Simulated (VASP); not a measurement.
Set up this calculation in VASP 6.6.1, as the native input.

| Property | Result |
| --- | --- |
| Task | single point |
| Functional | PBEsol |
| Potentials or basis | VASP PAW PBE potentials, release 64 (Se) |
| Cutoff | 500 eV |
| k mesh | 8 × 8 × 1 |
| Occupations | fermi-dirac, width 0.1 eV |
| Spin | no spin polarisation |
| Dipole correction | no |
| Further INCAR settings | ALGO = Normal; EDIFF = 1e-06; NBANDS = 13 |

The structure of Se lies in POSCAR:

```
Se
1.0
    3.2478310000      0.0000000000      0.0000000000
   -1.6239150000      2.8127040000      0.0000000000
    0.0000000000      0.0000000000     22.7733830000
Se
2
Direct
    0.0000000000      0.0000000000      0.5253810000
    0.0000000000      0.0000000000      0.3772040000
```

One way to write it, as run:

INCAR

```
PREC = Accurate ; ENCUT = 500
EDIFF = 1E-6 ; ISMEAR = -1
SIGMA = 0.1 ; LREAL = False
LASPH = True ; NELM = 120
ALGO = Normal ; ISIF = 2
LWAVE = False ; LCHARG = True
GGA = PS ; LELF = True
LVHAR = True ; NBANDS = 13
GGA_COMPAT = False
```

KPOINTS

```
regular mesh
0
Gamma
  8 8 1
```

Potentials or basis: VASP PAW PBE potentials, release 64 (Se).

Command:

```console
$ cat potpaw_PBE.64/Se/POTCAR > POTCAR
$ mpirun -np 1 vasp_std > vasp.out
```

Results of the run:

The largest force is 0.628 eV/Å and the band gap on the k mesh is zero (bands 6 and 7 overlap by 3.11 eV).

Caveat: the PAW data sets were made with another functional, which shifts forces and pressure a little.

Run time: 16 s on 1 thread of AMD EPYC 9R45 96-Core Processor (Zen 5), with other jobs on the host, peak memory 0.24 GiB.
